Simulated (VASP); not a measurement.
Here is a VASP 6.6.1 calculation.

Contents of INCAR:

```
PREC = Accurate
ENCUT = 520
EDIFF = 1E-6
ISMEAR = 0
SIGMA = 0.1
LREAL = False
LASPH = True
NELM = 60
ALGO = Fast
ISIF = 2
LWAVE = False
LCHARG = True
GGA = PE
LELF = True
LVHAR = True
NBANDS = 33
```

The input KPOINTS:

```
regular mesh
0
Gamma
  12 12 8
```

File POSCAR:

```
SiNi2
1.0
    3.9706051885      0.0000000000      0.0000000000
   -1.9853025942      3.4386449616      0.0000000000
    0.0000000000      0.0000000000      4.6919650710
Si Ni
2 4
Direct
    0.3333333336      0.6666666664      0.7500000000
    0.6666666664      0.3333333336      0.2500000000
    0.0000000000      0.0000000000      0.0000000000
    0.0000000000      0.0000000000      0.5000000000
    0.3333333337      0.6666666663      0.2500000000
    0.6666666663      0.3333333337      0.7500000000
```

Potentials or basis: VASP PAW PBE potentials, release 64 (Si, Ni).

Launch:

```bash
$ cat potpaw_PBE.64/Si/POTCAR potpaw_PBE.64/Ni/POTCAR > POTCAR
$ mpirun -np 1 vasp_std > vasp.out
```

What does it give for the band gap on the k mesh?

Zero (bands 24 and 25 overlap by 2.74 eV).

Predict the pressure.

6.9 GPa.

Stress tensor (GPa, compression positive):
```
-1.01  0.00  0.00
 0.00 -1.01  0.00
 0.00  0.00 22.58
```

Caveat: the cell differs from its parent crystal (uniaxial strain along c: -6.0 %); the cell stands under pressure. Spin polarisation is off, so any magnetic state and its effect on volume and gap are missing.
